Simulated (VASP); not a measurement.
Write the native input for VASP 6.6.1 that does the following.

```
Task                   : electric field gradients
Functional             : PBE
Potentials or basis    : VASP PAW PBE potentials, release 64 (Gd, N)
Cutoff                 : 520 eV
k mesh                 : 12 × 12 × 12
Occupations            : fermi-dirac, width 0.03 eV
Spin                   : collinear spin, ferromagnetic start
Starting moments       : [7.0, 0.0] μB
Dipole correction      : no
Further INCAR settings : ALGO = Normal; EDIFF = 1e-08; NBANDS = 22
```

The structure of GdN (zincblende type) lies in POSCAR:

```
GdN
1.0
    0.0000000000      2.6505618458      2.6505618458
    2.6505618458      0.0000000000      2.6505618458
    2.6505618458      2.6505618458      0.0000000000
Gd N
1 1
Direct
    0.0000000000      0.0000000000      0.0000000000
    0.2500000000      0.2500000000      0.2500000000
```

These files were run (other wordings do the same):

INCAR

```
  PREC = Accurate
  ENCUT = 520
  EDIFF = 1E-8
  ISMEAR = -1
  SIGMA = 0.03
  LREAL = False
  LASPH = True
  NELM = 150
  ALGO = Normal
  ISIF = 2
  LWAVE = False
  LCHARG = False
  ISPIN = 2
  MAGMOM = 7 0
  LORBIT = 11
  LMAXMIX = 6
  GGA = PE
  LEFG = True
  NBANDS = 22
```

KPOINTS

```
Automatic mesh
0
Gamma
  12 12 12
```

Potentials or basis: VASP PAW PBE potentials, release 64 (Gd, N).

Launch:

```console
$ cat potpaw_PBE.64/Gd/POTCAR potpaw_PBE.64/N/POTCAR > POTCAR
$ mpirun -np 1 vasp_std > vasp.out
```

Results of the run:

```yaml
Pressure: 2.4 GPa
Band_gap_on_the_k_mesh: 1.19 eV (least direct gap 1.86 eV)
Net_moment: 7.00 μB per cell
Site_moments: Gd +6.79; N -0.06 μB
Largest_electric_field_gradient_by_atom: zero within the noise of the run
Valence_electrons_inside_the_program's_atomic_spheres: Gd 15.29; N 3.68
```

Caveat: spin-orbit coupling is left out, which moves the levels of the heavy elements; a cell with one magnetic atom can't hold antiferromagnetic order, which such compounds often take; semilocal functionals describe open f shells poorly, which spoils levels, moments and volumes.

Run time: 8.7 min on 1 thread of Intel Xeon 8259CL, on a shared host, peak memory 0.26 GiB.
